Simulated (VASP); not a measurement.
A run of VASP 6.6.1 is set up as follows.

File INCAR:

```
SYSTEM = ZrTi
ALGO     = Normal         ! electronic algorithm
EDIFF    = 1E-6           ! SCF threshold, eV
ENCUT    = 500            ! plane-wave cutoff, eV
GGA      = CA             ! functional
GGA_COMPAT= .FALSE.      
ISIF     = 2              ! what is computed and relaxed
ISMEAR   = -1             ! smearing method
LASPH    = .TRUE.         ! aspherical terms in the spheres
LCHARG   = .FALSE.        ! write CHGCAR
LREAL    = .FALSE.        ! projectors in reciprocal space
LWAVE    = .FALSE.        ! write WAVECAR
NBANDS   = 19             ! bands
NELM     = 120            ! most SCF steps
PREC     = Accurate       ! precision mode
SIGMA    = 0.1            ! smearing width, eV
```

File KPOINTS:

```
k-points
0
G
  4 4 3
  0 0 0
```

POSCAR

```
ZrTi
1.0
    3.1089940000      0.0000000000      0.0000000000
   -1.5544970000      2.6924677842      0.0000000000
    0.0000000000      0.0000000000      4.9204670000
Zr Ti
1 1
Direct
    0.0000000000      0.0000000000      0.0000000000
    0.3333333333      0.6666666667      0.5000000000
```

Potentials or basis: VASP PAW LDA potentials, release 64 (Zr_sv, Ti_sv).

Command:

```console
$ cat potpaw_LDA.64/Zr_sv/POTCAR potpaw_LDA.64/Ti_sv/POTCAR > POTCAR
$ mpirun -np 1 vasp_std > vasp.out
```

(1) What does it give for the band gap on the k mesh?

(2) What does it give for the pressure?

## Answers

(1) zero (bands 12 and 13 overlap by 0.77 eV).

(2) -6.8 GPa.

Caveat: the k points lie up to 0.58 Å⁻¹ apart, too coarse for converged energies and pressures of a metal.
